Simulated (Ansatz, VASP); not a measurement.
**Two plane-wave programs on Ti**

```
Ti
1.0
     2.86150    0.00000    0.00000
    -1.43075    2.47813    0.00000
     0.00000    0.00000    4.68600
Ti
2
Direct
  0.33333 0.66667 0.25000
  0.66667 0.33333 0.75000
```

Change from the starting cell: equal xx and yy strain of -3 %, PAW files.

Alike in both runs: task electric field gradients; functional PBEsol; k mesh 13 × 13 × 7; occupations fermi-dirac, width 0.08 eV; no spin polarisation.

|  | VASP | Ansatz |
| --- | --- | --- |
| version | VASP 6.6.1 | Ansatz 0.2.0 |
| potentials or method | VASP PAW PBE potentials, release 64 (Ti_sv) | PAW with Ansatz's default frozen-core files, scalar-relativistic |
| plane-wave cutoff (eV) | 400 | 420 |
| valence electrons in the cell | 24 | 24 |

Ansatz gave:

* pressure (GPa): 0.8
* traceless stress, the component that is largest in VASP (GPa): -2.50
* size of Vzz on the site where it differs most (V/Å²): 13.3

**Question.** Estimate VASP's values.

**Answer.** Pressure (GPa): -0.3; traceless stress, the component that is largest in VASP (GPa): -2.49; size of Vzz on the site where it differs most (V/Å²): 12.0.

VASP's potentials were made for PBE, not for PBEsol. With one functional, cell and mesh, what is left measures potentials, basis and numerics.
